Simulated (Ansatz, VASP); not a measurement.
## Ru in VASP and in Ansatz

File INCAR:

```
PREC = Accurate
ENCUT = 500
EDIFF = 1E-7
ISMEAR = -1
SIGMA = 0.05
LREAL = F
LASPH = T
NELM = 120
ALGO = Normal
ISIF = 3
LWAVE = F
LCHARG = F
GGA = PE
IBRION = 2
NSW = 60
EDIFFG = -0.005
GGA_COMPAT = F
NELMIN = 4
```

Contents of KPOINTS:

```
Automatic mesh
0
Gamma
  17 17 10
```

Contents of POSCAR:

```
Ru
1.0
    2.6974396414      0.0000000000      0.0000000000
   -1.3487198207      2.3360512546      0.0000000000
    0.0000000000      0.0000000000      4.3698522191
Ru
2
Direct
    0.3333333333      0.6666666667      0.2500000000
    0.6666666667      0.3333333333      0.7500000000
```

Input for Ansatz:

```yaml
crystal:
  lattice:
    - [2.6974396414, 0.0, 0.0]
    - [-1.3487198207, 2.3360512546, 0.0]
    - [0.0, 0.0, 4.3698522191]
  atoms:
    - { symbol: Ru, position: [0.3333333333, 0.6666666667, 0.25] }
    - { symbol: Ru, position: [0.6666666667, 0.3333333333, 0.75] }
kpoints:
  mp_grid: { grid: [17, 17, 10] }
scf:
  occupations: { method: fermi_dirac, width: 0.05 }
hamiltonian:
  xc: pbe
  pseudopotentials: { kind: paw }
output:
  forces: true
  stress: true
  write_density: true
  write_potential: true
  elf: true
  volumetric_format: npy
relax:
  f_tol: 0.005
  max_steps: 40
  cell: {}
```

Alike in both runs: task relaxation of cell and atoms; functional PBE; k mesh 17 × 17 × 10; occupations fermi-dirac, width 0.05 eV; no spin polarisation.

|  | VASP | Ansatz |
| --- | --- | --- |
| version | VASP 6.6.1 | Ansatz 0.2.0 |
| potentials or method | VASP PAW PBE potentials, release 64 (Ru_pv) | PAW with Ansatz's default frozen-core files, scalar-relativistic |
| plane-wave cutoff (eV) | 500 | 420 |
| valence electrons in the cell | 28 | 32 |

```csv
,VASP,Ansatz,Ansatz less VASP
relaxed volume (Å³/atom),13.77,13.77,+0.003
relaxed cell length with the largest relative difference (Å),2.721,2.721,+0.0004
```

VASP's potentials hold 28 valence electrons a cell and Ansatz's 32, so a difference there can come from the potentials and not from the codes.
